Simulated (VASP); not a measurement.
Wanted: the native input for a VASP 6.6.1 run.

```yaml
Task: single point
Functional: PBE
Potentials_or_basis: VASP PAW PBE potentials, release 64 (Ge_d, Sb, Te)
Cutoff: 520 eV
k_mesh: 9 × 9 × 2
Occupations: gaussian, width 0.03 eV
Spin: no spin polarisation
Dipole_correction: no
Further_INCAR_settings: ALGO = Normal; EDIFF = 1e-06; NBANDS = 44
```

The structure of Ge2Sb2Te5 lies in POSCAR:

```
Ge2Sb2Te5
1.0
    4.4630000000      0.0000000000      0.0000000000
   -2.2315000000      3.8650713771      0.0000000000
    0.0000000000      0.0000000000     18.6894000000
Ge Sb Te
2 2 5
Direct
    0.0000000000      0.0000000000      0.3314713560
    0.0000000000      0.0000000000      0.6685286440
    0.3333333333      0.6666666667      0.1121550832
    0.6666666667      0.3333333333      0.8878449168
    0.0000000000      0.0000000000      0.0000000000
    0.3333333333      0.6666666667      0.7913602895
    0.6666666667      0.3333333333      0.2086397105
    0.3333333333      0.6666666667      0.4097504733
    0.6666666667      0.3333333333      0.5902495267
```

The input as run:

INCAR

```
SYSTEM = Ge2Sb2Te5
PREC = Accurate ; ENCUT = 520
EDIFF = 1E-6 ; ISMEAR = 0
SIGMA = 0.03 ; LREAL = .FALSE.
LASPH = .TRUE. ; NELM = 60
ALGO = Normal ; ISIF = 2
LWAVE = .FALSE. ; LCHARG = .TRUE.
GGA = PE ; LELF = .TRUE.
LVHAR = .TRUE. ; NBANDS = 44
```

KPOINTS

```
regular mesh
0
G
  9 9 2
  0 0 0
```

Potentials or basis: VASP PAW PBE potentials, release 64 (Ge_d, Sb, Te).

Run with:

```bash
$ cat potpaw_PBE.64/Ge_d/POTCAR potpaw_PBE.64/Sb/POTCAR potpaw_PBE.64/Te/POTCAR > POTCAR
$ mpirun -np 1 vasp_std > vasp.out
```

It gave:

The pressure is -4.4 GPa, the largest force is 0.596 eV/Å and the band gap on the k mesh is 0.16 eV.

Caveat: the cell stands under tension; spin-orbit coupling is left out, which moves the levels of the heavy elements; an odd mesh through Γ misses points on the zone boundary, where band edges can lie; this functional lacks dispersion, which binds the layers, so the pressure and a relaxed spacing across them are unreliable.

Wall time 4.9 min on 1 thread of Intel(R) Xeon(R) 6975P-C (Granite Rapids) (shared host), peak memory 0.64 GiB.
